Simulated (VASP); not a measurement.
The system is BiTe4.

```xyz
5
Lattice="-3.0642 3.0642 4.6875 3.0642 -3.0642 4.6875 3.0642 3.0642 -4.6875" Properties=species:S:1:pos:R:3 pbc="T T T"
Bi    0.0000    0.0000    0.0000
Te    0.0000    0.0000    3.1722
Te    0.0000    0.0000    6.2028
Te    0.0000    3.0642    0.0000
Te    3.0642    0.0000    0.0000
```

The cell was generated, and may not be a known phase.

| Item | Value |
| --- | --- |
| Program | VASP 6.6.1 |
| Task | relaxation of cell and atoms |
| Functional | PBE |
| Potentials or basis | VASP PAW PBE potentials, release 64 (Bi_d, Te) |
| Cutoff | 600 eV |
| k mesh | 10 × 10 × 10 |
| Occupations | gaussian, width 0.1 eV |
| Spin | no spin polarisation |

At the start: pressure -0.1 GPa; volume 35.21 Å³/atom.

**Question.** Where does the relaxation end?

**Answer.** Over 6 steps the energy falls by 2.6 meV/atom and the volume is 35.30 Å³/atom (+0.3 %); space group I4/mmm (No. 139, to 0.1 Å) before and after.

The path:
```tsv
step	energy change (eV)	largest force (eV/Å)	pressure (GPa)	volume (Å³)
1	0.0000	0.3068	-0.12	176.05
2	-0.0076	0.1858	0.11	175.37
3	-0.0100	0.0647	0.33	174.77
4	-0.0126	0.0104	-0.05	176.58
5	-0.0126	0.0110	-0.04	176.56
6	-0.0129	0.0026	0.00	176.50
```

Final structure:
```
Bi Te
1.0
    -3.06684    3.06684    4.69139
     3.06684   -3.06684    4.69139
     3.06684    3.06684   -4.69139
Bi Te
1 4
Cartesian
  0.0000 0.0000 9.3828
  0.0000 0.0000 3.2159
  3.0668 3.0668 1.4755
  3.0668 0.0000 4.6914
  0.0000 3.0668 4.6914
```

Caveat: an odd number of electrons without spin polarisation forces a metal; a magnetic or distorted state may lie lower.
